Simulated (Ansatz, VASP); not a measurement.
**One calculation of HfO2, two programs**

```
Hf O
1.0
     2.54881   -2.54881    0.00000
     2.54881    0.00000   -2.54881
     5.24195    5.24195    5.24195
Hf O
3 6
Cartesian
  4.2481 4.2481 4.2481
  4.2481 1.6993 1.6993
  4.2481 -0.8495 -0.8495
  5.5225 0.4249 0.4249
  2.9737 -2.1239 0.4249
  5.5225 2.9737 2.9737
  8.0713 2.9737 2.9737
  8.0713 0.4249 0.4249
  2.9737 0.4249 0.4249
```

Alike in both runs: task single point; functional PBE; k mesh 7 × 7 × 3; occupations gaussian, width 0.05 eV; no spin polarisation.

```csv
,VASP,Ansatz
version,VASP 6.6.1,Ansatz 0.2.0
potentials or method,"VASP PAW PBE potentials, release 64 (Hf_pv, O), cutoff 520 eV","scalar-relativistic, plane waves, PAW"
valence electrons in the cell,66,114
```

VASP gave:

| Item | Value |
| --- | --- |
| gap on the k mesh at the Fermi level (eV) | 3.88 |
| least direct gap on the mesh (eV) | 3.99 |
| pressure (GPa) | -8.1 |
| traceless stress, the component that is largest in VASP (GPa) | -0.83 |
| rms of the force components (eV/Å) | 0.214 |

Task: What did Ansatz give for the same quantities?

Result: gap on the k mesh at the Fermi level (eV): 3.88; least direct gap on the mesh (eV): 3.98; pressure (GPa): -4.7; traceless stress, the component that is largest in VASP (GPa): -0.97; rms of the force components (eV/Å): 0.236.

Atom by atom the forces differ by 0.023 eV/Å (rms over components). With one functional, cell and mesh, what is left measures potentials, basis and numerics. VASP's potentials hold 66 valence electrons a cell and Ansatz's 114, so a difference there can come from the potentials and not from the codes.

Neither program's run includes spin-orbit coupling.
